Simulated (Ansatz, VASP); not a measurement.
# One calculation of InSbMoO6, two programs

```
CELL_PARAMETERS angstrom
5.16648 0.00000 0.00000
0.00000 5.40365 0.00000
0.00000 0.00000 9.04511
ATOMIC_POSITIONS crystal
In 0.00000 0.50000 0.52472
In 0.50000 0.00000 0.47528
Sb 0.00000 0.00000 0.76627
Sb 0.50000 0.50000 0.23373
Mo 0.50000 0.50000 0.81037
Mo 0.00000 0.00000 0.18963
O 0.21957 0.18110 0.61085
O 0.78043 0.81890 0.61085
O 0.71957 0.31890 0.38915
O 0.28043 0.68110 0.38915
O 0.24964 0.67802 0.70669
O 0.75036 0.32198 0.70669
O 0.74964 0.82198 0.29331
O 0.25036 0.17802 0.29331
O 0.34717 0.29274 0.92583
O 0.65283 0.70726 0.92583
O 0.84717 0.20726 0.07417
O 0.15283 0.79274 0.07417
```

Alike in both runs: functional PBE; dispersion D3(BJ); k mesh 4 × 4 × 2; occupations gaussian, width 0.1 eV; no spin polarisation.

Ansatz relaxed the structure, and its values are those at the end. VASP's run is a single point on that final structure, the one shown.

```csv
,VASP,Ansatz
version,VASP 6.6.1,Ansatz 0.2.0
potentials or method,"VASP PAW PBE potentials, release 64 (In_d, Sb, Mo_sv, O), cutoff 520 eV","scalar-relativistic, plane waves, PAW"
valence electrons in the cell,136,156
```

Ansatz gave:

- gap on the k mesh at the Fermi level (eV): 2.45
- least direct gap on the mesh (eV): 2.71
- pressure (GPa): 0.0
- rms of the force components (eV/Å): 0.016

Which values does VASP return?

gap on the k mesh at the Fermi level (eV): 2.42; least direct gap on the mesh (eV): 2.69; pressure (GPa): 0.1; rms of the force components (eV/Å): 0.044.

VASP's potentials hold 136 valence electrons a cell and Ansatz's 156, so a difference there can come from the potentials and not from the codes.

Spin-orbit coupling is off throughout.
